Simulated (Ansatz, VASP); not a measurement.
One calculation of Cu, two programs

INCAR

```
SYSTEM = Cu
PREC = Accurate
ENCUT = 520
EDIFF = 1E-6
ISMEAR = -1
SIGMA = 0.1
LREAL = .FALSE.
LASPH = .TRUE.
NELM = 60
ALGO = Normal
ISIF = 2
LWAVE = .FALSE.
LCHARG = .FALSE.
GGA = RP
NBANDS = 30
```

KPOINTS

```
regular mesh
0
G
  16 16 5
  0 0 0
```

The input POSCAR:

```
Cu
1.0
    2.6660728551      0.0000000000      0.0000000000
   -1.3330364276      2.3088868209      0.0000000000
    0.0000000000      0.0000000000      8.7045301054
Cu
4
Direct
    1.0000000000      1.0000000000      0.0000000000
    1.0000000000      0.0000000000      0.5000000000
    0.3333333333      0.6666666667      0.2500000000
    0.6666666667      0.3333333333      0.7500000000
```

Input for Ansatz:

```yaml
crystal:
  lattice:
    - [2.6660728551, 0.0, 0.0]
    - [-1.3330364276, 2.3088868209, 0.0]
    - [0.0, 0.0, 8.7045301054]
  atoms:
    - { symbol: Cu, position: [1.0, 1.0, 0.0] }
    - { symbol: Cu, position: [1.0, 0.0, 0.5] }
    - { symbol: Cu, position: [0.3333333333, 0.6666666667, 0.25] }
    - { symbol: Cu, position: [0.6666666667, 0.3333333333, 0.75] }
hamiltonian:
  xc: rpbe
  pseudopotentials:
    kind: paw
    azcp:
      Cu: "pseudopotentials/Cu.paw.azcp"
basis:
  ecutwfc: 420
  fft_grid_basis: typed
kpoints:
  mp_grid: { grid: [16, 16, 5], shift: [0, 0, 0] }
magnetization:
  spin_polarized: false
scf:
  occupations: { method: fermi_dirac, width: 0.1 }
  lower_state_search: "off"
output:
  stress: true
```

Alike in both runs: task single point; functional RPBE; k mesh 16 × 16 × 5; occupations fermi-dirac, width 0.1 eV; no spin polarisation.

```csv
,VASP,Ansatz
version,VASP 6.6.1,Ansatz 0.2.0
potentials or method,"VASP PAW PBE potentials, release 64 (Cu), cutoff 520 eV","plane waves (420 eV) with PAW, scalar-relativistic"
valence electrons in the cell,44,76
```

|  | VASP | Ansatz | Ansatz less VASP |
| --- | --- | --- | --- |
| pressure (GPa) | -7.2 | -7.8 | -0.60 |

VASP's potentials were made for PBE, not for RPBE. The functional is the same, so the differences come from potentials, cutoffs and numerics. VASP's potentials hold 44 valence electrons a cell and Ansatz's 76, so a difference there can come from the potentials and not from the codes.
